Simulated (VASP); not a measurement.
Here is a VASP 6.6.1 calculation.

POSCAR

```
Zn
1.0
    2.4734823551      0.0000000000      0.0000000000
    0.0000000000      2.4734823551      0.0000000000
    0.0000000000      0.0000000000      2.4734823551
Zn
1
Direct
    0.0000000000      0.0000000000      0.0000000000
```

INCAR.step1

```
SYSTEM = Zn
  PREC = Accurate
  ENCUT = 550
  ISMEAR = -1
  SIGMA = 0.1
  LREAL = .False.
  LASPH = .True.
  NELM = 120
  NBANDS = 12
  GGA = PE
  ALGO = Normal
  EDIFF = 1E-5
  LWAVE = .True.
  LCHARG = .False.
  GGA_COMPAT = .False.
```

File INCAR.step2:

```
SYSTEM = Zn
  PREC = Accurate
  ENCUT = 550
  EDIFF = 1E-6
  ISMEAR = -1
  SIGMA = 0.1
  LREAL = .False.
  LASPH = .True.
  NELM = 120
  ALGO = Normal
  ISIF = 2
  LWAVE = .False.
  LCHARG = .False.
  METAGGA = R2SCAN
  LMIXTAU = .True.
  NBANDS = 12
  ISTART = 1
  GGA_COMPAT = .False.
```

KPOINTS

```
Automatic mesh
0
Gamma
  14 14 14
  0 0 0
```

Potentials or basis: VASP PAW PBE potentials, release 64 (Zn).

The run is started by

```bash
$ cat potpaw_PBE.64/Zn/POTCAR > POTCAR
$ cp INCAR.step1 INCAR
$ mpirun -np 1 vasp_std > vasp.out
$ cp INCAR.step2 INCAR
$ mpirun -np 1 vasp_std > vasp.out
```

(1) Predict the pressure.

(2) Estimate the band gap on the k mesh.

## Answers

(1) 11.3 GPa.

(2) zero (bands 6 and 7 overlap by 9.39 eV).

Caveat: the cell stands under pressure; the PAW data sets were made with another functional, which shifts forces and pressure a little.
